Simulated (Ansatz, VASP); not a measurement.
# One calculation of ZnO, two programs

POSCAR

```
ZnO
1.0
    0.0000000000      2.1337703831      2.1337703831
    2.1337703831      0.0000000000      2.1337703831
    2.1337703831      2.1337703831      0.0000000000
Zn O
1 1
Direct
    0.0000000000      0.0000000000      0.0000000000
    0.5000000000      0.5000000000      0.5000000000
```

The input INCAR.step1:

```
SYSTEM = ZnO
PREC     = Accurate       ! precision mode
ENCUT    = 520            ! plane-wave cutoff, eV
ISMEAR   = 0              ! smearing method
SIGMA    = 0.01           ! smearing width, eV
LREAL    = .False.        ! projectors in reciprocal space
LASPH    = .True.         ! aspherical terms in the spheres
NELM     = 100            ! most SCF steps
NBANDS   = 16             ! bands
GGA      = PE             ! functional
ALGO     = Normal         ! electronic algorithm
EDIFF    = 1E-4           ! SCF threshold, eV
LWAVE    = .True.         ! write WAVECAR
LCHARG   = .False.        ! write CHGCAR
```

INCAR.step2

```
SYSTEM = ZnO
PREC     = Accurate       ! precision mode
ENCUT    = 520            ! plane-wave cutoff, eV
EDIFF    = 1E-7           ! SCF threshold, eV
ISMEAR   = 0              ! smearing method
SIGMA    = 0.01           ! smearing width, eV
LREAL    = .False.        ! projectors in reciprocal space
LASPH    = .True.         ! aspherical terms in the spheres
NELM     = 100            ! most SCF steps
ALGO     = Normal         ! electronic algorithm
ISIF     = 2              ! what is computed and relaxed
LWAVE    = .False.        ! write WAVECAR
LCHARG   = .False.        ! write CHGCAR
METAGGA  = R2SCAN         ! meta-GGA
LMIXTAU  = .True.       
NBANDS   = 16             ! bands
ISTART   = 1
```

File KPOINTS:

```
Automatic mesh
0
Gamma
  8 8 8
  0 0 0
```

Input for Ansatz:

```yaml
crystal:
  lattice:
    - [0.0, 2.1337703831, 2.1337703831]
    - [2.1337703831, 0.0, 2.1337703831]
    - [2.1337703831, 2.1337703831, 0.0]
  atoms:
    - { symbol: Zn, position: [0.0, 0.0, 0.0] }
    - { symbol: O, position: [0.5, 0.5, 0.5] }
kpoints:
  mp_grid: { grid: [8, 8, 8] }
hamiltonian:
  xc: r2scan
scf:
  occupations: { method: fixed }
  n_extra_bands: 4
output:
  forces: true
  stress: true
  eigenvalues: true
basis:
  ecutwfc: 600
```

Alike in both runs: task single point; functional r2SCAN; k mesh 8 × 8 × 8; no spin polarisation.

```csv
,VASP,Ansatz
version,VASP 6.6.1,Ansatz 0.2.0
potentials or method,"VASP PAW PBE potentials, release 64 (Zn, O), cutoff 520 eV",plane waves
occupations,"gaussian, width 0.01 eV",fixed
valence electrons in the cell,18,18
```

Ansatz gave:

| Quantity | Value |
| --- | --- |
| gap on the k mesh at the Fermi level (eV) | 1.57 |
| pressure (GPa) | 0.0 |

Which values does VASP return?

gap on the k mesh at the Fermi level (eV): 1.55; pressure (GPa): 1.5.

VASP's potentials were made for PBE, not for r2SCAN.
